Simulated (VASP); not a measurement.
# BaSnGe (P-6m2) in VASP: settings compared

BaSnGe is run at these levels: PBE, r2SCAN; tasks: single point.

All numbers are computed with VASP 6.6.1; they aren't measurements. Logs are shortened: lines on timing, memory, paths and dates and some standing lists are left out, and cuts for length are marked.

## (1) The cell of the first run

The structure is hexagonal, space group P-6m2 (No. 187). Conventional cell: a = 4.824 Å, b = 4.824 Å, c = 4.906 Å, α = 90.00°, β = 90.00°, γ = 120.00°. Within 5.0 Å of Ba (site symmetry -6m2) lie 6 Sn at 3.71 Å and 6 Ge at 3.71 Å and 8 Ba at 4.82 to 4.91 Å. Within 3.8 Å of Sn (site symmetry -6m2) lie 3 Ge at 2.79 Å and 6 Ba at 3.71 Å. Within 3.8 Å of Ge (site symmetry -6m2) lie 3 Sn at 2.79 Å and 6 Ba at 3.71 Å.

The cell was generated, and may not be a known phase.

## (2) Single point, PBE

File INCAR:

```
SYSTEM = BaSnGe
PREC = Accurate
ENCUT = 520
EDIFF = 1E-6
ISMEAR = 0
SIGMA = 0.1
LREAL = .FALSE.
LASPH = .TRUE.
NELM = 100
ALGO = Normal
ISIF = 2
LWAVE = .FALSE.
LCHARG = .FALSE.
GGA = PE
NBANDS = 26
```

File KPOINTS:

```
regular mesh
0
G
  6 6 4
  0 0 0
```

File POSCAR:

```
BaSnGe
1.0
    4.8243232000      0.0000000000      0.0000000000
   -2.4121616000      4.1779864000      0.0000000000
    0.0000000000      0.0000000000      4.9063731000
Ba Sn Ge
1 1 1
Direct
    0.0000000000      0.0000000000      0.0000000000
    0.6666667000      0.3333333000      0.5000000000
    0.3333333000      0.6666667000      0.5000000000
```

Potentials or basis: VASP PAW PBE potentials, release 64 (Ba_sv, Sn_d, Ge_d).

Started as:

```
$ cat potpaw_PBE.64/Ba_sv/POTCAR potpaw_PBE.64/Sn_d/POTCAR potpaw_PBE.64/Ge_d/POTCAR > POTCAR
$ mpirun -np 1 vasp_std > vasp.out
```

OUTCAR:

```text
SYSTEM = BaSnGe
   PREC = Accurate
   ENCUT = 520
   EDIFF = 1E-6
   ISMEAR = 0
   LREAL = .FALSE.
   LASPH = .TRUE.
   NELM = 100
   ISIF = 2
   GGA = PE

 ion  position               nearest neighbor table
   1  0.000  0.000  0.000-   2 3.71   3 3.71   2 3.71   3 3.71   3 3.71   3 3.71   2 3.71   2 3.71
                             2 3.71   2 3.71   3 3.71   3 3.71
   2  0.667  0.333  0.500-   3 2.79   3 2.79   3 2.79   1 3.71   1 3.71   1 3.71   1 3.71   1 3.71
                             1 3.71
   3  0.333  0.667  0.500-   2 2.79   2 2.79   2 2.79   1 3.71   1 3.71   1 3.71   1 3.71   1 3.71
                             1 3.71

  LATTYP: Found a hexagonal cell.
 ALAT       =     4.8243232000
 C/A-ratio  =     1.0170075463

  Lattice vectors:

 A1 = (   4.8243232000,   0.0000000000,   0.0000000000)
 A2 = (  -2.4121616000,   4.1779864000,   0.0000000000)
 A3 = (   0.0000000000,   0.0000000000,   4.9063731000)

Analysis of symmetry for initial positions (statically):
=====================================================================
 Subroutine PRICEL returns:
 Original cell was already a primitive cell.

 Routine SETGRP: Setting up the symmetry group for a
 hexagonal supercell.

 Subroutine GETGRP returns: Found 12 space group operations
 (whereof 12 operations were pure point group operations)
 out of a pool of 24 trial point group operations.

The static configuration has the point symmetry D_3h.

Analysis of symmetry for dynamics (positions and initial velocities):
=====================================================================
 Subroutine PRICEL returns:
 Original cell was already a primitive cell.

 Routine SETGRP: Setting up the symmetry group for a
 hexagonal supercell.

 Subroutine GETGRP returns: Found 12 space group operations
 (whereof 12 operations were pure point group operations)
 out of a pool of 24 trial point group operations.

The dynamic configuration has the point symmetry D_3h.

 Subroutine INISYM returns: Found 12 space group operations
 (whereof 12 operations are pure point group operations),
 and found     1 'primitive' translations

----------------------------------------------------------------------------------------

                                     Primitive cell

  volume of cell :      98.8926

  direct lattice vectors                    reciprocal lattice vectors
     4.824323200  0.000000000  0.000000000     0.207282961  0.119674875  0.000000000
    -2.412161600  4.177986400  0.000000000     0.000000000  0.239349750  0.000000000
[... 84 lines left out ...]
   LREAL  =      F    real-space projection
   EDIFFG = 0.1E-04   stopping-criterion for IOM
   NSW    =      0    number of steps for IOM
   IBRION =     -1    ionic relax: 0-MD 1-quasi-New 2-CG
   NFREE  =      0    steps in history (QN), initial steepest desc. (CG)
   ISIF   =      2    stress and relaxation
   ISYM   =      2    0-nonsym 1-usesym 2-fastsym
   POTIM  = 0.5000    time-step for ionic-motion
   TEBEG  =    0.0;   TEEND  =   0.0 temperature during run
   PSTRESS=    0.0 pullay stress
   NELECT =      38.0000    total number of electrons
   NUPDOWN=      -1.0000    fix difference up-down
   EMIN   =  10.00;   EMAX   =-10.00  energy-range for DOS
   EFERMI =   0.00;   METHOD = LEGACY
   ISMEAR =     0;   SIGMA  =   0.10  broadening in eV -4-tet -1-fermi 0-gaus
   EFERMI_NEDOS =   21; number of points for ismear=-14 and -15
   IALGO  =     38    algorithm
   IMIX   =      4    mixing-type and parameters
     AMIX     =   0.40;   BMIX     =  1.00
     AMIX_MAG =   1.60;   BMIX_MAG =  1.00
  volume/ion in A,a.u.               =      32.96       222.45
  Fermi-wavevector in a.u.,A,eV,Ry     =   1.190186  2.249125 19.273222  1.416542
  Thomas-Fermi vector in A             =   2.326276
   LORBIT       =      0    0 simple, 1 ext, 2 COOP (PROOUT), +10 PAW based schemes
   GGA     = PE    functional components
   LHFCALC =     F    Hartree Fock is set to
   AEXX    =    0.0000 exact exchange contribution
   IVDW    =     0    specifies the selected vdW correction
   LEPSILON=     F    determine dielectric tensor
   LRPA    =     F    only Hartree local field effects (RPA)
 non-spin polarized calculation
 Gauss-broadening in eV      SIGMA  =   0.10
  energy-cutoff  :      520.00
  volume of cell :       98.89
 maximum number of plane-waves:      2676
 NGX is ok and might be reduce to    36
   NGX = 17   NGY = 17   NGZ = 19

 number of electron      37.9999996 magnetization

 Free energy of the ion-electron system (eV)
  ---------------------------------------------------
  ext. energy  EPLUGINS =         0.00000000
  ---------------------------------------------------
  free energy    TOTEN  =       -11.72264566 eV

  energy without entropy =      -11.71762223  energy(sigma->0) =      -11.72013395

 E-fermi :   4.3186     XC(G=0):  -9.2107

 val. band max:        4.2547243753   @ k =   0.5000   0.0000   0.5000
 cond. band min:       4.4889389214   @ k =   0.3333   0.1667   0.0000
 fundamental gap:      0.2342145461
 Fermi energy:         4.3185540595

 k-point     1 :       0.0000    0.0000    0.0000
  band No.  band energies     occupation
      1     -23.7368      2.00000
      2     -20.0559      2.00000
      3     -20.0559      2.00000
      4     -19.9955      2.00000
      5     -19.9955      2.00000
      6     -19.9849      2.00000
[... 598 lines left out ...]
     25       9.3747      0.00000
     26       9.5031      0.00000

------------------------ aborting loop because EDIFF is reached ----------------------------------------

  FORCE on cell =-STRESS in cart. coord.  units (eV):
  Direction    XX          YY          ZZ          XY          YZ          ZX
  --------------------------------------------------------------------------------------
  -------------------------------------------------------------------------------------
  Total        0.0704732      0.0704732      0.2113094     -0.0000000      0.0000000      0.0000000
  in kB        1.1417495      1.1417495      3.4234604     -0.0000000      0.0000000      0.0000000
  external PRESSURE =       1.9023198 kB  Pullay stress =       0.0000000 kB

 VOLUME and BASIS-vectors are now :
 -----------------------------------------------------------------------------
  energy-cutoff  :      520.00
  volume of cell :       98.89
      direct lattice vectors                 reciprocal lattice vectors
     4.824323200  0.000000000  0.000000000     0.207282961  0.119674875  0.000000000
    -2.412161600  4.177986400  0.000000000     0.000000000  0.239349750  0.000000000
     0.000000000  0.000000000  4.906373100     0.000000000  0.000000000  0.203816542

 POSITION                                       TOTAL-FORCE (eV/Angst)
 -----------------------------------------------------------------------------------
      0.00000      0.00000      0.00000         0.000000      0.000000      0.000000
      2.41216      1.39266      2.45319        -0.000000     -0.000000      0.000000
     -0.00000      2.78532      2.45319         0.000000      0.000000      0.000000
 -----------------------------------------------------------------------------------
    total drift:                                0.000021     -0.000013      0.000000

  FREE ENERGIE OF THE ION-ELECTRON SYSTEM (eV)
  ---------------------------------------------------
  free  energy   TOTEN  =       -11.7226456639 eV

  energy  without entropy=      -11.7176222292  energy(sigma->0) =      -11.72013395
```

OSZICAR:

```text
N       E                     dE             d eps       ncg     rms          rms(c)
DAV:   1     0.343925961143E+03    0.34393E+03   -0.19052E+04  1222   0.250E+03
DAV:   2     0.399992848901E+02   -0.30393E+03   -0.29550E+03  1156   0.607E+02
DAV:   3    -0.922113221502E+01   -0.49220E+02   -0.48586E+02  1260   0.175E+02
DAV:   4    -0.116885642355E+02   -0.24674E+01   -0.24603E+01  1360   0.429E+01
DAV:   5    -0.117791676256E+02   -0.90603E-01   -0.90587E-01  1670   0.761E+00    0.380E+00
DAV:   6    -0.117308379314E+02    0.48330E-01   -0.10619E-01  1434   0.277E+00    0.224E+00
DAV:   7    -0.117215524206E+02    0.92855E-02   -0.64100E-02  1374   0.237E+00    0.351E-01
DAV:   8    -0.117222999548E+02   -0.74753E-03   -0.83417E-03  1382   0.734E-01    0.842E-02
DAV:   9    -0.117225724530E+02   -0.27250E-03   -0.62563E-04  1318   0.236E-01    0.366E-02
DAV:  10    -0.117226439875E+02   -0.71535E-04   -0.11341E-04  1348   0.775E-02    0.873E-03
DAV:  11    -0.117226462325E+02   -0.22450E-05   -0.15692E-05  1646   0.395E-02    0.387E-03
DAV:  12    -0.117226456639E+02    0.56862E-06   -0.20197E-06  1078   0.116E-02
   1 F= -.11722646E+02 E0= -.11720134E+02  d E =-.502343E-02
```

Run time: 17 s. Hardware: 1 thread of Intel Xeon 6975P-C (Granite Rapids), shared host; peak memory 0.23 GiB.

What came out:

- Free energy: -11.7226 eV
- Pressure: 0.2 GPa
- Band gap on the k mesh: zero (bands 19 and 20 overlap by 0.89 eV)

Stress tensor (GPa, compression positive):
```
0.11 0.00 0.00
0.00 0.11 0.00
0.00 0.00 0.34
```

Levels at points of the mesh, in eV from the Fermi level:
```
           k point  band 15  band 16  band 17  band 18  band 19  band 20  band 21  band 22  band 23  band 24
(0.00, 0.00, 0.00)   -10.02    -3.36    -1.86    -1.86    -1.24     0.31     2.06     2.06     3.25     3.44
(0.50, 0.00, 0.00)    -8.46    -7.15    -2.43    -1.28    -1.26     1.09     2.17     2.84     3.71     3.71
(0.00, 0.00, 0.50)    -9.39    -3.45    -3.10    -1.44    -1.44     0.53     0.53     2.08     2.08     2.18
(0.50, 0.00, 0.50)    -8.70    -6.77    -2.88    -1.42    -1.27    -0.06     4.02     4.15     4.50     4.75
```

Caveat: spin-orbit coupling is left out, which moves the levels of the heavy elements.

## (3) Single point, PBE

File INCAR:

```
SYSTEM = BaSnGe
ALGO     = Fast           ! electronic algorithm
EDIFF    = 1E-6           ! SCF threshold, eV
ENCUT    = 520            ! plane-wave cutoff, eV
GGA      = PE             ! functional
ISIF     = 2              ! what is computed and relaxed
ISMEAR   = 0              ! smearing method
LASPH    = .True.         ! aspherical terms in the spheres
LCHARG   = .True.         ! write CHGCAR
LELF     = .True.         ! ELF
LREAL    = .False.        ! projectors in reciprocal space
LVHAR    = .True.       
LWAVE    = .False.        ! write WAVECAR
NBANDS   = 26             ! bands
NELM     = 60             ! most SCF steps
PREC     = Accurate       ! precision mode
SIGMA    = 0.1            ! smearing width, eV
```

File KPOINTS:

```
k-points
0
Gamma
  12 12 10
  0 0 0
```

File POSCAR:

```
BaSnGe
1.0
    4.8243231727      0.0000000000      0.0000000000
   -2.4121615864      4.1779864236      0.0000000000
    0.0000000000      0.0000000000      4.9063731000
Ba Sn Ge
1 1 1
Direct
    0.0000000000      0.0000000000      0.0000000000
    0.6666666667      0.3333333333      0.5000000000
    0.3333333333      0.6666666667      0.5000000000
```

Potentials or basis: VASP PAW PBE potentials, release 64 (Ba_sv, Sn_d, Ge_d).

Started as:

```
$ cat potpaw_PBE.64/Ba_sv/POTCAR potpaw_PBE.64/Sn_d/POTCAR potpaw_PBE.64/Ge_d/POTCAR > POTCAR
$ mpirun -np 1 vasp_std > vasp.out
```

It took 2.6 min on 1 thread of Intel Xeon 6975P-C (Granite Rapids), shared host; peak memory 0.44 GiB.

The run converged. Its results:

* Free energy: -11.7112 eV
* Pressure: 0.2 GPa
* Band gap on the k mesh: zero (bands 19 and 20 overlap by 0.90 eV)

Levels at points of the mesh, in eV from the Fermi level:
```tsv
k point	band 16	band 17	band 18	band 19	band 20	band 21	band 22	band 23
(0.00, 0.00, 0.00)	-3.28	-1.77	-1.77	-1.17	0.38	2.15	2.15	3.34
(0.50, 0.00, 0.00)	-7.06	-2.34	-1.21	-1.17	1.16	2.23	2.92	3.78
(0.00, 0.00, 0.50)	-3.38	-3.02	-1.35	-1.35	0.62	0.62	2.15	2.15
(0.50, 0.00, 0.50)	-6.68	-2.79	-1.36	-1.20	0.03	4.10	4.24	4.57
```

Caveat: spin-orbit coupling is left out, which moves the levels of the heavy elements.

## (4) Single point, r2SCAN

POSCAR is that of step 3.

File INCAR.step1:

```
PREC = Accurate ; ENCUT = 520
ISMEAR = 0 ; SIGMA = 0.1
LREAL = F ; LASPH = T
NELM = 80 ; NBANDS = 26
GGA = PE ; ALGO = Normal
EDIFF = 1E-4 ; LWAVE = T
LCHARG = F
```

File INCAR.step2:

```
PREC = Accurate ; ENCUT = 520
EDIFF = 1E-6 ; ISMEAR = 0
SIGMA = 0.1 ; LREAL = F
LASPH = T ; NELM = 80
ALGO = Normal ; ISIF = 2
LWAVE = F ; LCHARG = F
METAGGA = R2SCAN ; LMIXTAU = T
NBANDS = 26 ; ISTART = 1
```

File KPOINTS:

```
regular mesh
0
Gamma
  12 12 10
```

Potentials or basis: VASP PAW PBE potentials, release 64 (Ba_sv, Sn_d, Ge_d).

Started as:

```
$ cat potpaw_PBE.64/Ba_sv/POTCAR potpaw_PBE.64/Sn_d/POTCAR potpaw_PBE.64/Ge_d/POTCAR > POTCAR
$ cp INCAR.step1 INCAR
$ mpirun -np 1 vasp_std > vasp.out
$ cp INCAR.step2 INCAR
$ mpirun -np 1 vasp_std > vasp.out
```

OUTCAR:

```text
PREC = Accurate
   ENCUT = 520
   EDIFF = 1E-6
   ISMEAR = 0
   LREAL = F
   LASPH = T
   NELM = 80
   ISIF = 2
   METAGGA = R2SCAN
   ISTART = 1

 ion  position               nearest neighbor table
   1  0.000  0.000  0.000-   2 3.71   3 3.71   2 3.71   3 3.71   2 3.71   2 3.71   3 3.71   3 3.71
                             2 3.71   2 3.71   3 3.71   3 3.71
   2  0.667  0.333  0.500-   3 2.79   3 2.79   3 2.79   1 3.71   1 3.71   1 3.71   1 3.71   1 3.71
                             1 3.71
   3  0.333  0.667  0.500-   2 2.79   2 2.79   2 2.79   1 3.71   1 3.71   1 3.71   1 3.71   1 3.71
                             1 3.71

  LATTYP: Found a hexagonal cell.
 ALAT       =     4.8243231727
 C/A-ratio  =     1.0170075520

  Lattice vectors:

 A1 = (   4.8243231727,   0.0000000000,   0.0000000000)
 A2 = (  -2.4121615864,   4.1779864236,   0.0000000000)
 A3 = (   0.0000000000,   0.0000000000,   4.9063731000)

Analysis of symmetry for initial positions (statically):
=====================================================================
 Subroutine PRICEL returns:
 Original cell was already a primitive cell.
[... 170 lines left out ...]

  energy without entropy =      -66.64687403  energy(sigma->0) =      -66.65079505

 E-fermi :   4.2599     XC(G=0):  -9.8356

 val. band max:        4.2443440125   @ k =   0.4167   0.0000   0.5000
 cond. band min:       4.2701682731   @ k =   0.3333   0.1667   0.1000
 fundamental gap:      0.0258242606
 Fermi energy:         4.2599128621

 k-point     1 :       0.0000    0.0000    0.0000
  band No.  band energies     occupation
      1     -24.7825      2.00000
      2     -20.7427      2.00000
      3     -20.7427      2.00000
      4     -20.6789      2.00000
      5     -20.6789      2.00000
      6     -20.6685      2.00000
[... 685 lines left out ...]
     25       8.3517      0.00000
     26       9.7223      0.00000

 [... further k-points ...]

------------------------ aborting loop because EDIFF is reached ----------------------------------------

  FORCE on cell =-STRESS in cart. coord.  units (eV):
  Direction    XX          YY          ZZ          XY          YZ          ZX
  --------------------------------------------------------------------------------------
  -------------------------------------------------------------------------------------
  Total       -0.5696268     -0.5696268      0.0635369      0.0000000      0.0000000      0.0000000
  in kB       -9.2286250     -9.2286250      1.0293720      0.0000000      0.0000000      0.0000000
  external PRESSURE =      -5.8092927 kB  Pullay stress =       0.0000000 kB

 VOLUME and BASIS-vectors are now :
 -----------------------------------------------------------------------------
  energy-cutoff  :      520.00
  volume of cell :       98.89
      direct lattice vectors                 reciprocal lattice vectors
     4.824323173  0.000000000  0.000000000     0.207282963  0.119674874  0.000000000
    -2.412161586  4.177986424  0.000000000     0.000000000  0.239349749  0.000000000
     0.000000000  0.000000000  4.906373100     0.000000000  0.000000000  0.203816542

 POSITION                                       TOTAL-FORCE (eV/Angst)
 -----------------------------------------------------------------------------------
      0.00000      0.00000      0.00000        -0.000000     -0.000000      0.000000
      2.41216      1.39266      2.45319         0.000000      0.000000      0.000000
     -0.00000      2.78532      2.45319        -0.000000     -0.000000      0.000000
 -----------------------------------------------------------------------------------
    total drift:                               -0.000010      0.000006     -0.000000

  FREE ENERGIE OF THE ION-ELECTRON SYSTEM (eV)
  ---------------------------------------------------
  free  energy   TOTEN  =       -66.6547160797 eV

  energy  without entropy=      -66.6468740274  energy(sigma->0) =      -66.65079505
```

OUTCAR.step1:

```text
PREC = Accurate
   ENCUT = 520
   ISMEAR = 0
   LREAL = F
[... 926 lines left out ...]
      0.00000      0.00000      0.00000         0.000000     -0.000000      0.000000
      2.41216      1.39266      2.45319        -0.000000     -0.000000      0.000000
     -0.00000      2.78532      2.45319        -0.000000      0.000000      0.000000
 -----------------------------------------------------------------------------------
    total drift:                                0.000000     -0.000000     -0.000000

  FREE ENERGIE OF THE ION-ELECTRON SYSTEM (eV)
  ---------------------------------------------------
  free  energy   TOTEN  =       -11.7112108171 eV

  energy  without entropy=      -11.7026593660  energy(sigma->0) =      -11.70693509
```

Wall time 5.7 min (1 thread of Intel Xeon 6975P-C (Granite Rapids), shared host); peak memory 0.46 GiB.

Results:

* Free energy: -66.6547 eV
* Pressure: -0.6 GPa
* Band gap on the k mesh: zero (bands 19 and 20 overlap by 0.85 eV)

Caveat: the PAW data sets were made with another functional, which shifts forces and pressure a little; spin-orbit coupling is left out, which moves the levels of the heavy elements.

## (5) Overview

```tsv
level	k mesh	gap on the mesh (eV)	pressure (GPa)
PBE	6 × 6 × 4	none	0.2
PBE	12 × 12 × 10	none	0.2
r2SCAN	12 × 12 × 10	none	-0.6
```

Alike in all rows: task single point; potentials or basis VASP PAW PBE potentials, release 64 (Ba_sv, Sn_d, Ge_d); no spin polarisation; cell as given; cutoff (eV) 520; smearing gaussian 0.1 eV.

The pressure there spans -0.6 GPa (r2SCAN) to 0.2 GPa (PBE); a positive pressure means that this level wants a larger cell, a negative one a smaller.

Caveats: spin-orbit coupling is left out, which moves the levels of the heavy elements; the PAW data sets were made with another functional, which shifts forces and pressure a little (at least some runs).

Absolute energies hang on the potentials; compare differences alone.

The gap in the log of VASP goes by the Fermi energy; the results here count the filled bands.